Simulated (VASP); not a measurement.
# C (Fd-3m) in VASP: a series of runs

C is run at these levels: LDA; tasks: single point, relaxation of cell and atoms.

Program: VASP 6.6.1. These are calculated values, not measurements. Logs are shortened: lines on timing, memory, paths and dates and some standing lists are left out, and cuts for length are marked.

**1. The cell of the first run**

Symmetry: Fd-3m, No. 227, cubic system. The conventional cell has a = 3.532 Å, b = 3.532 Å, c = 3.532 Å, α = 90.00°, β = 90.00°, γ = 90.00°. Within 2.0 Å of C (site symmetry -43m) lie 4 C at 1.53 Å.

**2. Single point, LDA**

Input file INCAR:

```
PREC = Accurate
ENCUT = 600
EDIFF = 1E-6
ISMEAR = 0
SIGMA = 0.02
LREAL = F
LASPH = T
NELM = 120
ALGO = Normal
ISIF = 2
LWAVE = F
LCHARG = T
GGA = CA
LELF = T
LVHAR = T
NBANDS = 11
GGA_COMPAT = F
```

Input file KPOINTS:

```
regular mesh
0
Gamma
  26 26 26
```

Input file POSCAR:

```
C
1.0
    0.0000000000      1.7658725593      1.7658725593
    1.7658725593      0.0000000000      1.7658725593
    1.7658725593      1.7658725593      0.0000000000
C
2
Direct
    0.0000000000      0.0000000000      0.0000000000
    0.2500000000      0.2500000000      0.2500000000
```

Potentials or basis: VASP PAW LDA potentials, release 64 (C).

Run with:

```sh
$ cat potpaw_LDA.64/C/POTCAR > POTCAR
$ mpirun -np 1 vasp_std > vasp.out
```

OUTCAR:

```text
PREC = Accurate
   ENCUT = 600
   EDIFF = 1E-6
   ISMEAR = 0
   LREAL = F
   LASPH = T
   NELM = 120
   ISIF = 2
   GGA = CA

 ion  position               nearest neighbor table
   1  0.000  0.000  0.000-   2 1.53   2 1.53   2 1.53   2 1.53
   2  0.250  0.250  0.250-   1 1.53   1 1.53   1 1.53   1 1.53

  LATTYP: Found a face centered cubic cell.
 ALAT       =     3.5317451186

  Lattice vectors:

 A1 = (   0.0000000000,   1.7658725593,   1.7658725593)
 A2 = (   1.7658725593,   0.0000000000,   1.7658725593)
 A3 = (   1.7658725593,   1.7658725593,   0.0000000000)

Analysis of symmetry for initial positions (statically):
=====================================================================
 Subroutine PRICEL returns:
 Original cell was already a primitive cell.

 Routine SETGRP: Setting up the symmetry group for a
 face centered cubic supercell.

 Subroutine GETGRP returns: Found 48 space group operations
 (whereof 24 operations were pure point group operations)
 out of a pool of 48 trial point group operations.

The static configuration has the point symmetry T_d .
 The point group associated with its full space group is O_h .

Analysis of symmetry for dynamics (positions and initial velocities):
=====================================================================
 Subroutine PRICEL returns:
 Original cell was already a primitive cell.

 Routine SETGRP: Setting up the symmetry group for a
 face centered cubic supercell.

 Subroutine GETGRP returns: Found 48 space group operations
 (whereof 24 operations were pure point group operations)
 out of a pool of 48 trial point group operations.

The dynamic configuration has the point symmetry T_d .
 The point group associated with its full space group is O_h .

 Subroutine INISYM returns: Found 48 space group operations
 (whereof 24 operations are pure point group operations),
 and found     1 'primitive' translations

----------------------------------------------------------------------------------------

                                     Primitive cell

  volume of cell :      11.0131

  direct lattice vectors                    reciprocal lattice vectors
     0.000000000  1.765872559  1.765872559    -0.283146141  0.283146141  0.283146141
     1.765872559  0.000000000  1.765872559     0.283146141 -0.283146141  0.283146141
     1.765872559  1.765872559  0.000000000     0.283146141  0.283146141 -0.283146141

  length of vectors
     2.497320923  2.497320923  2.497320923     0.490423502  0.490423502  0.490423502

  position of ions in fractional coordinates (direct lattice)
     0.000000000  0.000000000  0.000000000
     0.250000000  0.250000000  0.250000000

  ion indices of the primitive-cell ions
   primitive index   ion index
                 1           1
                 2           2

----------------------------------------------------------------------------------------

 KPOINTS: regular mesh

Automatic generation of k-mesh.
 Grid dimensions read from file:
 generate k-points for:   26   26   26

 Generating k-lattice:

  Cartesian coordinates                     Fractional coordinates (reciprocal lattice)
    -0.010890236  0.010890236  0.010890236     0.038461538  0.000000000  0.000000000
     0.010890236 -0.010890236  0.010890236     0.000000000  0.038461538  0.000000000
     0.010890236  0.010890236 -0.010890236     0.000000000  0.000000000  0.038461538

  Length of vectors
     0.018862442  0.018862442  0.018862442

  Shift w.r.t. Gamma in fractional coordinates (k-lattice)
     0.000000000  0.000000000  0.000000000

 Subroutine IBZKPT returns following result:
 ===========================================

 Found    511 irreducible k-points:

 Following reciprocal coordinates:
            Coordinates               Weight
  0.000000  0.000000  0.000000      1.000000
  0.038462  0.000000  0.000000      8.000000
  0.076923  0.000000  0.000000      8.000000
  0.115385  0.000000  0.000000      8.000000
  0.153846  0.000000  0.000000      8.000000
  0.192308  0.000000  0.000000      8.000000
[... 16 lines left out ...]
  0.346154  0.038462  0.000000     24.000000
  0.384615  0.038462  0.000000     24.000000
 [... further k-points ...]
   k-points           NKPTS =    511   k-points in BZ     NKDIM =    511   number of bands    NBANDS=     11
   number of dos      NEDOS =    301   number of ions     NIONS =      2
   total plane-waves  NPLWV =   8000
   dimension x,y,z NGX =    20 NGY =   20 NGZ =   20
   dimension x,y,z NGXF=    40 NGYF=   40 NGZF=   40
   ions per type =               2
   NGX,Y,Z   is equivalent  to a cutoff of  13.31, 13.31, 13.31 a.u.
   NGXF,Y,Z  is equivalent  to a cutoff of  26.63, 26.63, 26.63 a.u.
 SYSTEM =  unknown system
   PREC   = accura    normal or accurate (medium, high low for compatibility)
   ISTART =      0    job   : 0-new  1-cont  2-samecut
   ICHARG =      2    charge: 1-file 2-atom 10-const
   ISPIN  =      1    spin polarized calculation?
   LNONCOLLINEAR =      F non collinear calculations
   LSORBIT =      F    spin-orbit coupling
   LASPH  =      T    aspherical Exc in radial PAW
   ENCUT  =  600.0 eV  44.10 Ry    6.64 a.u.   4.99  4.99  4.99*2*pi/ulx,y,z
   NELM   =    120;   NELMIN=  2; NELMDL= -5     # of ELM steps
   EDIFF  = 0.1E-05   stopping-criterion for ELM
   LREAL  =      F    real-space projection
   EDIFFG = 0.1E-04   stopping-criterion for IOM
   NSW    =      0    number of steps for IOM
   IBRION =     -1    ionic relax: 0-MD 1-quasi-New 2-CG
   NFREE  =      0    steps in history (QN), initial steepest desc. (CG)
   ISIF   =      2    stress and relaxation
   ISYM   =      2    0-nonsym 1-usesym 2-fastsym
   POTIM  = 0.5000    time-step for ionic-motion
   TEBEG  =    0.0;   TEEND  =   0.0 temperature during run
   PSTRESS=    0.0 pullay stress
   NELECT =       8.0000    total number of electrons
   NUPDOWN=      -1.0000    fix difference up-down
   EMIN   =  10.00;   EMAX   =-10.00  energy-range for DOS
   EFERMI =   0.00;   METHOD = LEGACY
   ISMEAR =     0;   SIGMA  =   0.02  broadening in eV -4-tet -1-fermi 0-gaus
   EFERMI_NEDOS =   21; number of points for ismear=-14 and -15
   IALGO  =     38    algorithm
   IMIX   =      4    mixing-type and parameters
     AMIX     =   0.40;   BMIX     =  1.00
     AMIX_MAG =   1.60;   BMIX_MAG =  1.00
  volume/ion in A,a.u.               =       5.51        37.16
  Fermi-wavevector in a.u.,A,eV,Ry     =   1.471642  2.781000 29.466543  2.165730
  Thomas-Fermi vector in A             =   2.586753
   LORBIT       =      0    0 simple, 1 ext, 2 COOP (PROOUT), +10 PAW based schemes
   GGA     = CA    functional components
   LHFCALC =     F    Hartree Fock is set to
   AEXX    =    0.0000 exact exchange contribution
   IVDW    =     0    specifies the selected vdW correction
   LEPSILON=     F    determine dielectric tensor
   LRPA    =     F    only Hartree local field effects (RPA)
 non-spin polarized calculation
 Gauss-broadening in eV      SIGMA  =   0.02
  energy-cutoff  :      600.00
  volume of cell :       11.01
 maximum number of plane-waves:       380
   NGX =  9   NGY =  9   NGZ =  9

 number of electron       7.9999998 magnetization

 Free energy of the ion-electron system (eV)
  ---------------------------------------------------
  ext. energy  EPLUGINS =         0.00000000
  ---------------------------------------------------
  free energy    TOTEN  =       -20.25205711 eV

  energy without entropy =      -20.25205711  energy(sigma->0) =      -20.25205711

 E-fermi :  10.4056     XC(G=0): -13.6432

 val. band max:       10.1595134282   @ k =   0.0000   0.0000   0.0000
 cond. band min:      14.3387869727   @ k =   0.3846   0.3846   0.0000
 fundamental gap:      4.1792735445
 Fermi energy:        10.4055982809

 k-point     1 :       0.0000    0.0000    0.0000
  band No.  band energies     occupation
      1     -11.5564      2.00000
      2      10.1595      2.00000
      3      10.1595      2.00000
      4      10.1595      2.00000
      5      15.7857      0.00000
      6      15.7857      0.00000
      7      15.7857      0.00000
      8      24.3971      0.00000
      9      29.5564      0.00000
     10      37.1244      0.00000
     11      37.1244      0.00000

 k-point     2 :       0.0385    0.0000    0.0000
  band No.  band energies     occupation
      1     -11.5147      2.00000
      2       9.8616      2.00000
      3      10.0828      2.00000
      4      10.0828      2.00000
      5      15.8854      0.00000
      6      15.8854      0.00000
      7      15.9783      0.00000
      8      24.4203      0.00000
      9      29.6270      0.00000
     10      36.0905      0.00000
     11      36.0905      0.00000

 k-point     3 :       0.0769    0.0000    0.0000
  band No.  band energies     occupation
      1     -11.3895      2.00000
      2       9.0808      2.00000
      3       9.8721      2.00000
      4       9.8721      2.00000
      5      16.1609      0.00000
      6      16.1609      0.00000
      7      16.4472      0.00000
      8      24.4892      0.00000
      9      29.8251      0.00000
     10      34.9660      0.00000
     11      34.9660      0.00000

 k-point     4 :       0.1154    0.0000    0.0000
  band No.  band energies     occupation
      1     -11.1812      2.00000
      2       8.0104      2.00000
      3       9.5715      2.00000
      4       9.5715      2.00000
      5      16.5562      0.00000
      6      16.5562      0.00000
      7      17.0128      0.00000
      8      24.6016      0.00000
      9      30.1105      0.00000
     10      34.0349      0.00000
     11      34.0349      0.00000

 k-point     5 :       0.1538    0.0000    0.0000
  band No.  band energies     occupation
      1     -10.8902      2.00000
      2       6.7857      2.00000
      3       9.2263      2.00000
      4       9.2263      2.00000
      5      17.0070      0.00000
      6      17.0070      0.00000
      7      17.5623      0.00000
      8      24.7526      0.00000
      9      30.4217      0.00000
     10      33.3308      0.00000
     11      33.3308      0.00000
[... 211 lines left out ...]
 k-point    21 :       0.2692    0.0385    0.0000
  band No.  band energies     occupation
      1      -9.6804      2.00000
      2       3.2812      2.00000
      3       7.9462      2.00000
      4       8.4637      2.00000
      5      17.6797      0.00000
      6      18.5328      0.00000
      7      18.8286      0.00000
      8      25.0855      0.00000
      9      31.0331      0.00000
     10      31.9023      0.00000
     11      33.6962      0.00000

 k-point    22 :       0.3077    0.0385    0.0000
  band No.  band energies     occupation
      1      -9.0968      2.00000
      2       1.9665      2.00000
      3       7.6911      2.00000
      4       8.1432      2.00000
      5      17.9820      0.00000
      6      18.7544      0.00000
      7      19.1049      0.00000
      8      25.2674      0.00000
      9      31.1348      0.00000
     10      32.2407      0.00000
     11      33.9696      0.00000

 k-point    23 :       0.3462    0.0385    0.0000
  band No.  band energies     occupation
      1      -8.4390      2.00000
      2       0.6851      2.00000
      3       7.4867      2.00000
      4       7.8560      2.00000
      5      18.2016      0.00000
      6      18.8786      0.00000
      7      19.3198      0.00000
      8      25.4467      0.00000
      9      31.2407      0.00000
     10      32.8128      0.00000
     11      34.4732      0.00000

 k-point    24 :       0.3846    0.0385    0.0000
  band No.  band energies     occupation
      1      -7.7143      2.00000
      2      -0.5451      2.00000
      3       7.3357      2.00000
      4       7.6091      2.00000
      5      18.3511      0.00000
      6      18.9234      0.00000
      7      19.4814      0.00000
      8      25.6048      0.00000
      9      31.3919      0.00000
     10      33.5587      0.00000
     11      35.1312      0.00000

 [... further k-points ...]

------------------------ aborting loop because EDIFF is reached ----------------------------------------

  FORCE on cell =-STRESS in cart. coord.  units (eV):
  Direction    XX          YY          ZZ          XY          YZ          ZX
  --------------------------------------------------------------------------------------
  -------------------------------------------------------------------------------------
  Total        0.0570472      0.0570472      0.0570472     -0.0000000      0.0000000      0.0000000
  in kB        8.2992131      8.2992131      8.2992131     -0.0000000      0.0000000      0.0000000
  external PRESSURE =       8.2992131 kB  Pullay stress =       0.0000000 kB

 VOLUME and BASIS-vectors are now :
 -----------------------------------------------------------------------------
  energy-cutoff  :      600.00
  volume of cell :       11.01
      direct lattice vectors                 reciprocal lattice vectors
     0.000000000  1.765872559  1.765872559    -0.283146141  0.283146141  0.283146141
     1.765872559  0.000000000  1.765872559     0.283146141 -0.283146141  0.283146141
     1.765872559  1.765872559  0.000000000     0.283146141  0.283146141 -0.283146141

 POSITION                                       TOTAL-FORCE (eV/Angst)
 -----------------------------------------------------------------------------------
      0.00000      0.00000      0.00000         0.000000      0.000000      0.000000
      0.88294      0.88294      0.88294        -0.000000     -0.000000     -0.000000
 -----------------------------------------------------------------------------------
    total drift:                                0.000000      0.000000      0.000000

  FREE ENERGIE OF THE ION-ELECTRON SYSTEM (eV)
  ---------------------------------------------------
  free  energy   TOTEN  =       -20.2520571105 eV

  energy  without entropy=      -20.2520571105  energy(sigma->0) =      -20.25205711
```

Run time: 28 s. Hardware: 1 thread of AMD EPYC 9R45 (Zen 5), shared host; peak memory 0.13 GiB.

What came out:

```yaml
Free_energy: -20.2521 eV
Pressure: 0.8 GPa
Band_gap_on_the_k_mesh: 4.18 eV, indirect (least direct gap 5.63 eV)
```

A k mesh can miss the band edges. As with any semilocal functional, this LDA gap is likely too small.

**3. Relaxation of cell and atoms, LDA**

This run uses another cell than the first one, of 5.69 Å³/atom, 1.033 times its volume.

Input file INCAR:

```
  ALGO = Normal
  EDIFF = 1E-7
  EDIFFG = -0.005
  ENCUT = 600
  GGA = CA
  GGA_COMPAT = False
  IBRION = 2
  ISIF = 3
  ISMEAR = 0
  LASPH = True
  LCHARG = False
  LREAL = False
  LWAVE = False
  NELM = 120
  NELMIN = 4
  NSW = 80
  PREC = Accurate
  SIGMA = 0.02
```

Input file KPOINTS:

```
k-points
0
Gamma
  26 26 26
```

Input file POSCAR:

```
C
1.0
    0.0000000000      1.7850000000      1.7850000000
    1.7850000000      0.0000000000      1.7850000000
    1.7850000000      1.7850000000      0.0000000000
C
2
Direct
    0.0000000000      0.0000000000      0.0000000000
    0.2500000000      0.2500000000      0.2500000000
```

Potentials or basis: VASP PAW LDA potentials, release 64 (C).

Run with:

```sh
$ cat potpaw_LDA.64/C/POTCAR > POTCAR
$ mpirun -np 1 vasp_std > vasp.out
```

It took 44 s on 1 thread of AMD EPYC 9R45 (Zen 5), shared host; peak memory 0.12 GiB.

It converged, with:

| Quantity | Value |
| --- | --- |
| Free energy | -20.2540 eV |
| Relaxed volume | 5.52 Å³/atom |
| Relaxed cell | a = 2.499 Å, b = 2.499 Å, c = 2.499 Å, α = 60.00°, β = 60.00°, γ = 60.00° |
| Space group after relaxing (to 0.05 Å) | Fd-3m (No. 227) |
| Energy gained by relaxing | 7.4 meV/atom |
| Ionic steps | 3 |
| Pressure after relaxing | -0.1 GPa |
| Band gap on the k mesh | 4.17 eV, indirect (least direct gap 5.62 eV) |

Step by step:
```
step  energy change (eV)  largest force (eV/Å)  pressure (GPa)  volume (Å³)
   1              0.0000                0.0000          -13.52        11.37
   2              0.0108                0.0000           19.79        10.60
   3             -0.0149                0.0000           -0.13        11.03
```

Final structure:
```
C
1.0
     0.00000    1.76698    1.76698
     1.76698    0.00000    1.76698
     1.76698    1.76698    0.00000
C
2
Direct
  0.00000 0.00000 0.00000
  0.25000 0.25000 0.25000
```

Levels at points of the mesh, in eV from the valence-band top:
```csv
k point,band 2,band 3,band 4,band 5,band 6,band 7
"(0.00, 0.00, 0.00)",0.00,0.00,0.00,5.62,5.62,5.62
"(0.50, 0.00, 0.00)",-13.67,-2.86,-2.86,8.50,8.50,9.39
"(0.50, 0.50, 0.00)",-12.81,-6.46,-6.46,4.77,4.77,17.04
```

(Continued in part 2 of 2.)
